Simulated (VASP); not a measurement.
Si4IrPd, 6 atoms in the cell. The structure is orthorhombic, space group Cmmm (No. 65). The conventional cell has a = 5.014 Å, b = 8.301 Å, c = 4.486 Å, α = 90.00°, β = 90.00°, γ = 90.00°. Si (site symmetry m2m) has 2 Ir at 2.65 Å and 7 Si at 2.65 to 2.84 Å and 3 Pd at 2.74 to 2.88 Å within 3.5 Å. Si (site symmetry 2/m) has 2 Ir at 2.42 Å and 6 Si at 2.51 to 2.65 Å and 4 Pd at 3.30 Å within 3.4 Å. Within 3.6 Å of Pd (site symmetry mmm) lie 14 Si at 2.74 to 3.30 Å and 4 Ir at 3.36 Å. Ir (site symmetry mmm) has 8 Si at 2.42 to 2.65 Å within 3.2 Å. The cell was built from a structure type or drawn by symmetry, and may not be a known phase.

| Property | Result |
| --- | --- |
| Program | VASP 6.6.1 |
| Task | single point |
| Functional | PBE |
| Potentials or basis | VASP PAW PBE potentials, release 64 (Si, Pd, Ir) |
| Cutoff | 500 eV |
| k mesh | 4 × 4 × 4 |
| Occupations | gaussian, width 0.2 eV |
| Spin | no spin polarisation |
| Dipole correction | no |
| Further INCAR settings | ALGO = Normal; EDIFF = 1e-06; NBANDS = 26 |

Potentials or basis: VASP PAW PBE potentials, release 64 (Si, Pd, Ir).

The run is started by

```sh
$ cat potpaw_PBE.64/Si/POTCAR potpaw_PBE.64/Pd/POTCAR potpaw_PBE.64/Ir/POTCAR > POTCAR
$ mpirun -np 1 vasp_std > vasp.out
```

Hardware: 1 thread of Intel Xeon 8259CL (shared host).

Task: How long does it take, and how much memory?

Result: Run time: 84 s on 1 thread of Intel Xeon 8259CL, with other jobs on the host, peak memory 0.23 GiB. Counts: scf iterations 14, k points 21.
